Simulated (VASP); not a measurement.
# Bi2Te3 (R-3m) in VASP: notebook

The runs below take Bi2Te3 through single point, with PBE.

Program: VASP 6.6.1. These are calculated values, not measurements. Logs are shortened: lines on timing, memory, paths and dates and some standing lists are left out, and cuts for length are marked.

## Step 1: The cell of the first run

It takes space group R-3m (No. 166, trigonal). The conventional cell has a = 4.386 Å, b = 4.386 Å, c = 30.497 Å, α = 90.00°, β = 90.00°, γ = 120.00°. Within 4.0 Å of Bi (site symmetry 3m) lie 6 Te at 3.07 to 3.25 Å. Te (site symmetry -3m) has 6 Bi at 3.25 Å and 12 Te at 4.39 to 4.55 Å within 4.6 Å. Te (site symmetry 3m) has 3 Bi at 3.07 Å and 3 Te at 3.64 Å within 4.0 Å.

## Step 2: Single point, PBE

The input, INCAR:

```
ALGO = Normal
EDIFF = 1E-6
ENCUT = 500
GGA = PE
GGA_COMPAT = F
ISIF = 2
ISMEAR = 1
LASPH = T
LCHARG = F
LREAL = F
LWAVE = F
NBANDS = 32
NELM = 120
PREC = Accurate
SIGMA = 0.01
```

The input, KPOINTS:

```
k-points
0
Gamma
  2 2 2
```

The input, POSCAR:

```
Bi2Te3
1.0
    2.1930000000      1.2661291403     10.1656666667
   -2.1930000000      1.2661291403     10.1656666667
    0.0000000000     -2.5322582807     10.1656666667
Bi Te
2 3
Direct
    0.3999996667      0.3999996667      0.3999996667
    0.6000003333      0.6000003333      0.6000003333
    0.0000000000      0.0000000000      0.0000000000
    0.2095003333      0.2095003333      0.2095003333
    0.7904996667      0.7904996667      0.7904996667
```

Potentials or basis: VASP PAW PBE potentials, release 64 (Bi_d, Te).

Command:

```sh
$ cat potpaw_PBE.64/Bi_d/POTCAR potpaw_PBE.64/Te/POTCAR > POTCAR
$ mpirun -np 1 vasp_std > vasp.out
```

OUTCAR:

```text
EDIFF = 1E-6
   ENCUT = 500
   GGA = PE
   ISIF = 2
   ISMEAR = 1
   LASPH = T
   LREAL = F
   NELM = 120
   PREC = Accurate

 ion  position               nearest neighbor table
   1  0.400  0.400  0.400-   5 3.07   5 3.07   5 3.07   3 3.25   3 3.25   3 3.25
   2  0.600  0.600  0.600-   4 3.07   4 3.07   4 3.07   3 3.25   3 3.25   3 3.25
   3  0.000  0.000  0.000-   2 3.25   1 3.25   2 3.25   2 3.25   1 3.25   1 3.25
   4  0.210  0.210  0.210-   2 3.07   2 3.07   2 3.07   5 3.64   5 3.64   5 3.64
   5  0.790  0.790  0.790-   1 3.07   1 3.07   1 3.07   4 3.64   4 3.64   4 3.64

  LATTYP: Found a trigonal (rhomboedric) cell.
 ALAT       =    10.4763118882
 COS(alpha) =     0.9123624111

  Lattice vectors:

 A1 = (   2.1930000000,   1.2661291403,  10.1656666667)
 A2 = (  -2.1930000000,   1.2661291403,  10.1656666667)
 A3 = (   0.0000000000,  -2.5322582807,  10.1656666667)

Analysis of symmetry for initial positions (statically):
=====================================================================
 Subroutine PRICEL returns:
 Original cell was already a primitive cell.

 Routine SETGRP: Setting up the symmetry group for a
 trigonal (rhombohedral) supercell.

 Subroutine GETGRP returns: Found 12 space group operations
 (whereof 12 operations were pure point group operations)
 out of a pool of 12 trial point group operations.

The static configuration has the point symmetry D_3d.

Analysis of symmetry for dynamics (positions and initial velocities):
=====================================================================
 Subroutine PRICEL returns:
 Original cell was already a primitive cell.

 Routine SETGRP: Setting up the symmetry group for a
 trigonal (rhombohedral) supercell.

 Subroutine GETGRP returns: Found 12 space group operations
 (whereof 12 operations were pure point group operations)
 out of a pool of 12 trial point group operations.

The dynamic configuration has the point symmetry D_3d.

 Subroutine INISYM returns: Found 12 space group operations
 (whereof 12 operations are pure point group operations),
 and found     1 'primitive' translations

----------------------------------------------------------------------------------------

                                     Primitive cell

  volume of cell :     169.3572

  direct lattice vectors                    reciprocal lattice vectors
     2.193000000  1.266129140 10.165666667     0.227998176  0.131634808  0.032790111
    -2.193000000  1.266129140 10.165666667    -0.227998176  0.131634808  0.032790111
     0.000000000 -2.532258281 10.165666667     0.000000000 -0.263269617  0.032790111

  length of vectors
    10.476311888 10.476311888 10.476311888     0.265303755  0.265303755  0.265303755

  position of ions in fractional coordinates (direct lattice)
     0.399999667  0.399999667  0.399999667
     0.600000333  0.600000333  0.600000333
     0.000000000  0.000000000  0.000000000
     0.209500333  0.209500333  0.209500333
     0.790499667  0.790499667  0.790499667

  ion indices of the primitive-cell ions
   primitive index   ion index
                 1           1
                 2           2
                 3           3
                 4           4
                 5           5

----------------------------------------------------------------------------------------

 KPOINTS: k-points

Automatic generation of k-mesh.
 Grid dimensions read from file:
 generate k-points for:    2    2    2

 Generating k-lattice:

  Cartesian coordinates                     Fractional coordinates (reciprocal lattice)
     0.113999088  0.065817404  0.016395055     0.500000000  0.000000000  0.000000000
    -0.113999088  0.065817404  0.016395055     0.000000000  0.500000000  0.000000000
     0.000000000 -0.131634808  0.016395055     0.000000000  0.000000000  0.500000000

  Length of vectors
     0.132651877  0.132651877  0.132651877

  Shift w.r.t. Gamma in fractional coordinates (k-lattice)
     0.000000000  0.000000000  0.000000000

 Subroutine IBZKPT returns following result:
 ===========================================

 Found      4 irreducible k-points:

 Following reciprocal coordinates:
            Coordinates               Weight
  0.000000  0.000000  0.000000      1.000000
  0.500000  0.000000  0.000000      3.000000
  0.500000  0.500000  0.000000      3.000000
  0.500000  0.500000  0.500000      1.000000
   k-points           NKPTS =      4   k-points in BZ     NKDIM =      4   number of bands    NBANDS=     32
   number of dos      NEDOS =    301   number of ions     NIONS =      5
   total plane-waves  NPLWV = 512000
   dimension x,y,z NGX =    80 NGY =   80 NGZ =   80
   dimension x,y,z NGXF=   160 NGYF=  160 NGZF=  160
   ions per type =               2   3
   NGX,Y,Z   is equivalent  to a cutoff of  12.69, 12.69, 12.69 a.u.
   NGXF,Y,Z  is equivalent  to a cutoff of  25.39, 25.39, 25.39 a.u.
 SYSTEM =  unknown system
   PREC   = accura    normal or accurate (medium, high low for compatibility)
   ISTART =      0    job   : 0-new  1-cont  2-samecut
   ICHARG =      2    charge: 1-file 2-atom 10-const
   ISPIN  =      1    spin polarized calculation?
   LNONCOLLINEAR =      F non collinear calculations
   LSORBIT =      F    spin-orbit coupling
   LASPH  =      T    aspherical Exc in radial PAW
   ENCUT  =  500.0 eV  36.75 Ry    6.06 a.u.  19.10 19.10 19.10*2*pi/ulx,y,z
   NELM   =    120;   NELMIN=  2; NELMDL= -5     # of ELM steps
   EDIFF  = 0.1E-05   stopping-criterion for ELM
   LREAL  =      F    real-space projection
   EDIFFG = 0.1E-04   stopping-criterion for IOM
   NSW    =      0    number of steps for IOM
   IBRION =     -1    ionic relax: 0-MD 1-quasi-New 2-CG
   NFREE  =      0    steps in history (QN), initial steepest desc. (CG)
   ISIF   =      2    stress and relaxation
   ISYM   =      2    0-nonsym 1-usesym 2-fastsym
   POTIM  = 0.5000    time-step for ionic-motion
   TEBEG  =    0.0;   TEEND  =   0.0 temperature during run
   PSTRESS=    0.0 pullay stress
   NELECT =      48.0000    total number of electrons
   NUPDOWN=      -1.0000    fix difference up-down
   EMIN   =  10.00;   EMAX   =-10.00  energy-range for DOS
   EFERMI =   0.00;   METHOD = LEGACY
   ISMEAR =     1;   SIGMA  =   0.01  broadening in eV -4-tet -1-fermi 0-gaus
   EFERMI_NEDOS =   21; number of points for ismear=-14 and -15
[... 17 lines left out ...]
  volume of cell :      169.36
 maximum number of plane-waves:      4320
 NGX is ok and might be reduce to    80
   NGX = 39   NGY = 39   NGZ = 39

 number of electron      48.0000004 magnetization

 Free energy of the ion-electron system (eV)
  ---------------------------------------------------
  ext. energy  EPLUGINS =         0.00000000
  ---------------------------------------------------
  free energy    TOTEN  =       -17.10405594 eV

  energy without entropy =      -17.10405594  energy(sigma->0) =      -17.10405594

 E-fermi :   6.3387     XC(G=0):  -9.2960

 val. band max:        6.2870021423   @ k =   0.0000   0.0000   0.0000
 cond. band min:       6.5461752783   @ k =   0.0000   0.0000   0.0000
 fundamental gap:      0.2591731361
 Fermi energy:         6.3386609120

 k-point     1 :       0.0000    0.0000    0.0000
  band No.  band energies     occupation
      1     -16.9673      2.00000
      2     -16.9659      2.00000
      3     -16.9625      2.00000
      4     -16.9625      2.00000
      5     -16.9610      2.00000
      6     -16.9610      2.00000
      7     -16.9584      2.00000
      8     -16.9584      2.00000
      9     -16.9568      2.00000
     10     -16.9568      2.00000
     11      -7.0697      2.00000
     12      -6.3470      2.00000
     13      -5.1085      2.00000
     14      -2.6392      2.00000
     15      -2.1902      2.00000
     16       3.9605      2.00000
     17       4.1807      2.00000
     18       4.5367      2.00000
     19       4.5367      2.00000
     20       4.5637      2.00000
     21       4.5637      2.00000
     22       5.4172      2.00000
     23       5.4172      2.00000
     24       6.2870      2.00000
     25       6.5462      0.00000
     26       6.8972      0.00000
     27       6.8972      0.00000
     28       8.2348      0.00000
     29       8.3669      0.00000
     30       8.3669      0.00000
     31      11.0659      0.00000
     32      11.5687      0.00000

 k-point     2 :       0.5000    0.0000    0.0000
  band No.  band energies     occupation
      1     -16.9748      2.00000
      2     -16.9722      2.00000
      3     -16.9650      2.00000
      4     -16.9630      2.00000
      5     -16.9624      2.00000
      6     -16.9599      2.00000
      7     -16.9552      2.00000
      8     -16.9533      2.00000
      9     -16.9460      2.00000
     10     -16.9456      2.00000
     11      -5.2885      2.00000
     12      -5.2578      2.00000
     13      -4.7716      2.00000
     14      -3.8946      2.00000
     15      -3.6463      2.00000
     16       0.9740      2.00000
     17       2.8638      2.00000
     18       2.9911      2.00000
     19       3.0507      2.00000
     20       3.1155      2.00000
     21       3.3546      2.00000
     22       3.8508      2.00000
     23       5.3663      2.00000
     24       5.7777      2.00000
     25       6.8267      0.00000
     26       7.3035      0.00000
     27       9.0154      0.00000
     28       9.0424      0.00000
     29       9.5816      0.00000
     30       9.7847      0.00000
     31       9.8674      0.00000
     32      11.0366      0.00000

 k-point     3 :       0.5000    0.5000    0.0000
  band No.  band energies     occupation
      1     -16.9747      2.00000
      2     -16.9723      2.00000
      3     -16.9650      2.00000
      4     -16.9630      2.00000
      5     -16.9624      2.00000
      6     -16.9598      2.00000
      7     -16.9552      2.00000
      8     -16.9533      2.00000
      9     -16.9460      2.00000
     10     -16.9456      2.00000
     11      -5.2964      2.00000
     12      -5.2738      2.00000
     13      -4.6068      2.00000
     14      -4.2489      2.00000
     15      -3.4181      2.00000
     16       1.4002      2.00000
     17       1.8550      2.00000
     18       2.3585      2.00000
     19       2.8834      2.00000
     20       3.9111      2.00000
     21       4.2809      2.00000
     22       4.4478      2.00000
     23       4.7241      2.00000
     24       5.3212      2.00000
     25       7.0994      0.00000
     26       7.7862      0.00000
     27       8.3094      0.00000
     28       8.9078      0.00000
     29       8.9836      0.00000
     30       9.3851      0.00000
     31      11.2924      0.00000
     32      11.9441      0.00000

 k-point     4 :       0.5000    0.5000    0.5000
  band No.  band energies     occupation
      1     -16.9672      2.00000
      2     -16.9660      2.00000
      3     -16.9625      2.00000
      4     -16.9625      2.00000
      5     -16.9610      2.00000
      6     -16.9610      2.00000
      7     -16.9584      2.00000
      8     -16.9584      2.00000
      9     -16.9568      2.00000
     10     -16.9568      2.00000
     11      -6.9248      2.00000
     12      -6.6535      2.00000
     13      -4.6061      2.00000
     14      -3.5278      2.00000
     15      -1.5577      2.00000
     16       3.4406      2.00000
     17       4.4161      2.00000
     18       4.4161      2.00000
     19       4.7213      2.00000
     20       4.8568      2.00000
     21       4.8568      2.00000
     22       5.1233      2.00000
     23       5.1233      2.00000
     24       5.8269      2.00000
     25       7.1252      0.00000
     26       7.3871      0.00000
     27       7.3871      0.00000
     28       7.8977      0.00000
     29       7.8977      0.00000
     30       7.9654      0.00000
     31      10.9038      0.00000
     32      11.7873      0.00000

------------------------ aborting loop because EDIFF is reached ----------------------------------------

  FORCE on cell =-STRESS in cart. coord.  units (eV):
  Direction    XX          YY          ZZ          XY          YZ          ZX
  --------------------------------------------------------------------------------------
  -------------------------------------------------------------------------------------
  Total        7.1730641      7.1730641     -0.7971828      0.0000000      0.0000000      0.0000000
  in kB       67.8596390     67.8596390     -7.5416221      0.0000000      0.0000000      0.0000000
  external PRESSURE =      42.7258853 kB  Pullay stress =       0.0000000 kB

 VOLUME and BASIS-vectors are now :
 -----------------------------------------------------------------------------
  energy-cutoff  :      500.00
  volume of cell :      169.36
      direct lattice vectors                 reciprocal lattice vectors
     2.193000000  1.266129140 10.165666667     0.227998176  0.131634808  0.032790111
    -2.193000000  1.266129140 10.165666667    -0.227998176  0.131634808  0.032790111
     0.000000000 -2.532258281 10.165666667     0.000000000 -0.263269617  0.032790111

 POSITION                                       TOTAL-FORCE (eV/Angst)
 -----------------------------------------------------------------------------------
      0.00000     -0.00000     12.19879         0.000000     -0.000000      0.193042
      0.00000     -0.00000     18.29821         0.000000      0.000000     -0.193042
      0.00000      0.00000      0.00000         0.000000      0.000000     -0.000000
      0.00000     -0.00000      6.38913         0.000000     -0.000000      0.694170
      0.00000     -0.00000     24.10787         0.000000      0.000000     -0.694170
 -----------------------------------------------------------------------------------
    total drift:                               -0.000000     -0.000000      0.000000

  FREE ENERGIE OF THE ION-ELECTRON SYSTEM (eV)
  ---------------------------------------------------
  free  energy   TOTEN  =       -17.1040559387 eV

  energy  without entropy=      -17.1040559387  energy(sigma->0) =      -17.10405594
```

Run time: 2.6 min. Hardware: 1 thread of Intel Xeon Platinum 8259CL at 2.50GHz (Skylake/Cascade Lake), shared host; peak memory 0.87 GiB.

Results:

- Free energy: -17.1041 eV
- Pressure: 4.3 GPa
- Largest force: 0.694 eV/Å
- Band gap on the k mesh: 0.26 eV

Forces on the atoms (eV/Å):
```
Bi   0.000  0.000  0.193
Bi   0.000  0.000 -0.193
Te   0.000  0.000  0.000
Te   0.000  0.000  0.694
Te   0.000  0.000 -0.694
```

Stress tensor (GPa, compression positive):
```
 6.79  0.00  0.00
 0.00  6.79  0.00
 0.00  0.00 -0.75
```

Caveat: the k points lie up to 0.83 Å⁻¹ apart; spin-orbit coupling is left out, which moves the levels of the heavy elements. A k mesh can miss the band edges.

## Step 3: Single point, PBE

The input, INCAR:

```
SYSTEM = Bi2Te3
ALGO = Normal ; EDIFF = 1E-6
ENCUT = 500 ; GGA = PE
GGA_COMPAT = .FALSE. ; ISIF = 2
ISMEAR = 1 ; LASPH = .TRUE.
LCHARG = .FALSE. ; LREAL = .FALSE.
LWAVE = .FALSE. ; NBANDS = 32
NELM = 120 ; PREC = Accurate
SIGMA = 0.01
```

The input, KPOINTS:

```
k-points
0
G
  4 4 4
  0 0 0
```

POSCAR is that of step 2.

Potentials or basis: VASP PAW PBE potentials, release 64 (Bi_d, Te).

Command:

```sh
$ cat potpaw_PBE.64/Bi_d/POTCAR potpaw_PBE.64/Te/POTCAR > POTCAR
$ mpirun -np 1 vasp_std > vasp.out
```

Run time: 6.4 min. Hardware: 1 thread of Intel Xeon Platinum 8259CL at 2.50GHz (Skylake/Cascade Lake), shared host; peak memory 0.89 GiB.

It converged, with:

```yaml
Free_energy: -18.3377 eV
Pressure: 1.8 GPa
Largest_force: 0.050 eV/Å
Band_gap_on_the_k_mesh: 0.29 eV
```

Forces on the atoms (eV/Å):
```
Bi   0.000  0.000  0.001
Bi   0.000  0.000 -0.001
Te   0.000  0.000  0.000
Te   0.000  0.000  0.050
Te   0.000  0.000 -0.050
```

Stress tensor (GPa, compression positive):
```
1.95 0.00 0.00
0.00 1.95 0.00
0.00 0.00 1.65
```

Levels at points of the mesh, in eV from the valence-band top:
```tsv
k point	band 20	band 21	band 22	band 23	band 24	band 25	band 26	band 27	band 28	band 29
(0.00, 0.00, 0.00)	-1.71	-1.71	-0.87	-0.87	0.00	0.29	0.65	0.65	1.96	2.10
(0.50, 0.00, 0.00)	-3.15	-2.92	-2.42	-0.92	-0.51	0.57	1.06	2.74	2.77	3.32
(0.50, 0.50, 0.00)	-2.36	-2.00	-1.82	-1.55	-0.96	0.85	1.51	2.05	2.65	2.72
(0.50, 0.50, 0.50)	-1.42	-1.42	-1.16	-1.16	-0.43	0.83	1.13	1.13	1.64	1.64
```

Caveat: spin-orbit coupling is left out, which moves the levels of the heavy elements. A k mesh can miss the band edges.

## Step 4: Single point, PBE

The input, INCAR:

```
PREC = Accurate
ENCUT = 500
EDIFF = 1E-6
ISMEAR = 1
SIGMA = 0.01
LREAL = F
LASPH = T
NELM = 120
ALGO = Normal
ISIF = 2
LWAVE = F
LCHARG = F
GGA = PE
NBANDS = 32
GGA_COMPAT = F
```

The input, KPOINTS:

```
regular mesh
0
Gamma
  6 6 6
```

POSCAR is that of step 3.

Command:

```sh
$ cat potpaw_PBE.64/Bi_d/POTCAR potpaw_PBE.64/Te/POTCAR > POTCAR
$ mpirun -np 1 vasp_std > vasp.out
```

Wall time 15 min (1 thread of Intel Xeon Platinum 8259CL at 2.50GHz (Skylake/Cascade Lake), shared host); peak memory 0.93 GiB.

Results (log left out):

| Property | Result |
| --- | --- |
| Free energy | -18.3354 eV |
| Pressure | 1.9 GPa |
| Largest force | 0.025 eV/Å |
| Band gap on the k mesh | 0.28 eV |

Forces on the atoms (eV/Å):
```
Bi   0.000  0.000  0.016
Bi   0.000  0.000 -0.016
Te   0.000  0.000  0.000
Te   0.000  0.000  0.025
Te   0.000  0.000 -0.025
```

Stress tensor (GPa, compression positive):
```
1.95 0.00 0.00
0.00 1.95 0.00
0.00 0.00 1.77
```

Levels at points of the mesh, in eV from the valence-band top:
| k point | band 22 | band 23 | band 24 | band 25 | band 26 | band 27 |
| --- | --- | --- | --- | --- | --- | --- |
| (0.00, 0.00, 0.00) | -0.87 | -0.87 | 0.00 | 0.28 | 0.65 | 0.65 |
| (0.50, 0.00, 0.00) | -2.42 | -0.92 | -0.51 | 0.57 | 1.05 | 2.74 |
| (0.50, 0.50, 0.00) | -1.82 | -1.56 | -0.96 | 0.85 | 1.51 | 2.05 |
| (0.50, 0.50, 0.50) | -1.16 | -1.16 | -0.44 | 0.83 | 1.13 | 1.13 |

Caveat: spin-orbit coupling is left out, which moves the levels of the heavy elements.

## Step 5: Single point, PBE

The input, INCAR:

```
  ALGO = Normal
  EDIFF = 1E-6
  ENCUT = 500
  GGA = PE
  GGA_COMPAT = False
  ISIF = 2
  ISMEAR = 1
  LASPH = True
  LCHARG = False
  LREAL = False
  LWAVE = False
  NBANDS = 32
  NELM = 120
  PREC = Accurate
  SIGMA = 0.01
```

The input, KPOINTS:

```
k-points
0
Gamma
  8 8 8
```

POSCAR is that of step 4.

Command:

```sh
$ cat potpaw_PBE.64/Bi_d/POTCAR potpaw_PBE.64/Te/POTCAR > POTCAR
$ mpirun -np 1 vasp_std > vasp.out
```

It took 28 min on 1 thread of Intel Xeon Platinum 8259CL at 2.50GHz (Skylake/Cascade Lake), shared host; peak memory 1.1 GiB.

The run converged. Its results:

```yaml
Free_energy: -18.3361 eV
Pressure: 1.9 GPa
Largest_force: 0.034 eV/Å
Band_gap_on_the_k_mesh: 0.28 eV
```

Forces on the atoms (eV/Å):
```
Bi   0.000  0.000  0.030
Bi   0.000  0.000 -0.030
Te   0.000  0.000  0.000
Te   0.000  0.000  0.034
Te   0.000  0.000 -0.034
```

Stress tensor (GPa, compression positive):
```
1.96 0.00 0.00
0.00 1.96 0.00
0.00 0.00 1.76
```

Levels at points of the mesh, in eV from the valence-band top:
```csv
k point,band 21,band 22,band 23,band 24,band 25,band 26,band 27,band 28
"(0.00, 0.00, 0.00)",-1.71,-0.88,-0.88,0.00,0.28,0.64,0.64,1.96
"(0.50, 0.00, 0.00)",-2.92,-2.42,-0.93,-0.51,0.56,1.05,2.74,2.77
"(0.50, 0.50, 0.00)",-2.00,-1.82,-1.56,-0.97,0.85,1.51,2.05,2.64
"(0.50, 0.50, 0.50)",-1.42,-1.17,-1.17,-0.44,0.83,1.13,1.13,1.64
```

Caveat: spin-orbit coupling is left out, which moves the levels of the heavy elements. A k mesh can miss the band edges.

## Step 6: Overview

```csv
k mesh,gap on the mesh (eV),pressure (GPa),largest force (eV/Å)
2 × 2 × 2,0.26,4.3,0.69
4 × 4 × 4,0.29,1.8,0.05
6 × 6 × 6,0.28,1.9,0.02
8 × 8 × 8,0.28,1.9,0.03
```

Alike in all rows: task single point; level PBE; potentials or basis VASP PAW PBE potentials, release 64 (Bi_d, Te); no spin polarisation; cell as given; cutoff (eV) 500; smearing methfessel-paxton 0.01 eV.

Caveats: some runs use coarse meshes; spin-orbit coupling is left out, which moves the levels of the heavy elements.

Absolute energies hang on the potentials; compare differences alone.
